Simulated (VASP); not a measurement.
Wanted: the native input for a VASP 6.6.1 run.

```
Task                   : single point
Functional             : LDA
Potentials or basis    : VASP PAW LDA potentials, release 64 (Ga_d, Sb)
Cutoff                 : 520 eV
k mesh                 : 16 × 16 × 16
Occupations            : gaussian, width 0.15 eV
Spin                   : no spin polarisation
Dipole correction      : no
Further INCAR settings : ALGO = Normal; EDIFF = 1e-06; NBANDS = 16
```

The structure of GaSb lies in POSCAR:

```
GaSb
1.0
   -2.6903114696      2.6903114696      1.6002000000
    2.6903114696     -2.6903114696      1.6002000000
    2.6903114696      2.6903114696     -1.6002000000
Ga Sb
1 1
Direct
    0.2500000000      0.7500000000      0.5000000000
    0.0000000000      0.0000000000      0.0000000000
```

These files were run (other wordings do the same):

INCAR

```
PREC = Accurate ; ENCUT = 520
EDIFF = 1E-6 ; ISMEAR = 0
SIGMA = 0.15 ; LREAL = F
LASPH = T ; NELM = 100
ALGO = Normal ; ISIF = 2
LWAVE = F ; LCHARG = F
NBANDS = 16
```

KPOINTS

```
regular mesh
0
Gamma
  16 16 16
```

Potentials or basis: VASP PAW LDA potentials, release 64 (Ga_d, Sb).

Command:

```bash
$ cat potpaw_LDA.64/Ga_d/POTCAR potpaw_LDA.64/Sb/POTCAR > POTCAR
$ mpirun -np 1 vasp_std > vasp.out
```

Results of the run:

The pressure is -2.0 GPa and the band gap on the k mesh is zero (bands 9 and 10 overlap by 5.12 eV).

Caveat: spin-orbit coupling is left out, which moves the levels of the heavy elements.

Run time: 4 min on 1 thread of Intel Xeon 8259CL, with other jobs on the host, peak memory 0.37 GiB.
